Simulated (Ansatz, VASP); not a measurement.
**One calculation of SrMo3, two programs**

```
Sr Mo
1.0
     4.28044    0.00000    0.00000
     0.00000    4.28044    0.00000
     0.00000    0.00000    4.28044
Sr Mo
1 3
Direct
  0.00000 0.00000 0.00000
  0.00000 0.50000 0.50000
  0.50000 0.00000 0.50000
  0.50000 0.50000 0.00000
```

Alike in both runs: task relaxation of cell and atoms; functional PBE; k mesh 12 × 12 × 12; occupations gaussian, width 0.1 eV; no spin polarisation.

|  | VASP | Ansatz |
| --- | --- | --- |
| version | VASP 6.6.1 | Ansatz 0.2.0 |
| potentials or method | VASP PAW PBE potentials, release 64 (Sr_sv, Mo_sv), cutoff 600 eV | scalar-relativistic, plane waves, PAW |
| valence electrons in the cell | 52 | 52 |

|  | VASP | Ansatz | Ansatz less VASP |
| --- | --- | --- | --- |
| gap on the k mesh at the Fermi level, each at its own relaxed structure (eV) | none | none | - |
| relaxed volume (Å³/atom) | 19.66 | 19.60 | -0.067 |
| relaxed cell length with the largest relative difference (Å) | 4.285 | 4.280 | -0.0048 |

A gap of «none» marks a metal or a gap that the smearing closes.
